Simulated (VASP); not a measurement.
Wanted: the native input for a VASP 6.6.1 run.

```
Task                   : single point
Functional             : PBEsol
Potentials or basis    : VASP PAW PBE potentials, release 64 (Cs_sv, Pb_d, Br)
Cutoff                 : 520 eV
k mesh                 : 6 × 6 × 6
Occupations            : gaussian, width 0.05 eV
Spin                   : no spin polarisation
Dipole correction      : no
Further INCAR settings : ALGO = Normal; EDIFF = 1e-06; NBANDS = 30
```

The structure of CsPbBr3 lies in POSCAR:

```
CsPbBr3
1.0
    5.6939000000      0.0000000000      0.0000000000
    0.0000000000      5.6939000000      0.0000000000
    0.0000000000      0.0000000000      5.8700000000
Cs Pb Br
1 1 3
Direct
    0.0000000000      0.0000000000      0.0000000000
    0.5000000000      0.5000000000      0.5000000000
    0.0000000000      0.5000000000      0.5000000000
    0.5000000000      0.0000000000      0.5000000000
    0.5000000000      0.5000000000      0.0000000000
```

This cell differs from its parent crystal: strain -0.030 along x and y, +0.000 along z.

The input as run:

INCAR

```
PREC     = Accurate       # precision mode
ENCUT    = 520            # plane-wave cutoff, eV
EDIFF    = 1E-6           # SCF threshold, eV
ISMEAR   = 0              # smearing method
SIGMA    = 0.05           # smearing width, eV
LREAL    = F              # projectors in reciprocal space
LASPH    = T              # aspherical terms in the spheres
NELM     = 60             # most SCF steps
ALGO     = Normal         # electronic algorithm
ISIF     = 2              # what is computed and relaxed
LWAVE    = F              # write WAVECAR
LCHARG   = F              # write CHGCAR
GGA      = PS             # functional
NBANDS   = 30             # bands
```

KPOINTS

```
regular mesh
0
Gamma
  6 6 6
```

Potentials or basis: VASP PAW PBE potentials, release 64 (Cs_sv, Pb_d, Br).

Command:

```console
$ cat potpaw_PBE.64/Cs_sv/POTCAR potpaw_PBE.64/Pb_d/POTCAR potpaw_PBE.64/Br/POTCAR > POTCAR
$ mpirun -np 1 vasp_std > vasp.out
```

It gave:

```
Pressure               : 1.6 GPa
Band gap on the k mesh : 0.98 eV
```

Caveat: the cell differs from its parent crystal (strain -0.030 along x and y, +0.000 along z); the PAW data sets were made with another functional, which shifts forces and pressure a little; spin-orbit coupling is left out, which moves the levels of the heavy elements.

Run time: 2.5 min on 1 thread of AMD EPYC 9R14 (Zen 4), on a shared host, peak memory 0.39 GiB.
